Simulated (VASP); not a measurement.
Crystal: ZrGa2Se2.

```
Zr Ga Se
1.0
     4.16094    0.00000    0.00000
    -2.08047    3.60348    0.00000
     0.00000    0.00000    7.17937
Zr Ga Se
1 2 2
Direct
  0.00000 0.00000 0.00000
  0.33333 0.66667 0.50000
  0.66667 0.33333 0.50000
  0.33333 0.66667 0.00000
  0.66667 0.33333 0.00000
```

```yaml
Program: VASP 6.6.1
Task: relaxation of cell and atoms
Functional: PBE
Potentials_or_basis: VASP PAW PBE potentials, release 64 (Zr_sv, Ga_d, Se)
Cutoff: 600 eV
k_mesh: 6 × 6 × 4
Occupations: gaussian, width 0.1 eV
Spin: no spin polarisation
```

At the start: pressure 39.0 GPa; volume 21.53 Å³/atom.

**Question.** How do energy, volume and symmetry change on relaxing?

**Answer.** Over 13 steps the energy falls by 1227.7 meV/atom and the volume is 23.22 Å³/atom (+7.8 %); space group P6/mmm (No. 191, to 0.05 Å).

Step by step:
```
step  energy change (eV)  largest force (eV/Å)  pressure (GPa)  volume (Å³)
   1              0.0000                0.0000           39.04       107.65
   2             -2.2206                0.0000           -9.04       203.23
   3             -5.3170                0.0000           -2.77       147.78
   4             -5.3290                0.0000           -2.20       146.26
   5             -5.3326                0.0000           -1.64       144.84
   6             -5.4868                0.0000           -1.57       139.82
   7             -5.8642                0.0000           -1.02       128.16
   8             -5.8419                0.0000            5.65       104.65
   9             -6.0959                0.0000            0.04       119.22
  10             -6.1228                0.0000            1.70       112.82
  11             -6.1314                0.0000            1.00       114.96
  12             -6.1201                0.0000           -1.38       117.95
  13             -6.1387                0.0000            0.08       116.08
```

Final structure:
```
Zr Ga Se
1.0
     4.90527    0.00000    0.00000
    -2.45263    4.24809    0.00000
     0.00000    0.00000    5.57082
Zr Ga Se
1 2 2
Direct
  0.00000 0.00000 0.00000
  0.33333 0.66667 0.50000
  0.66667 0.33333 0.50000
  0.33333 0.66667 0.00000
  0.66667 0.33333 0.00000
```
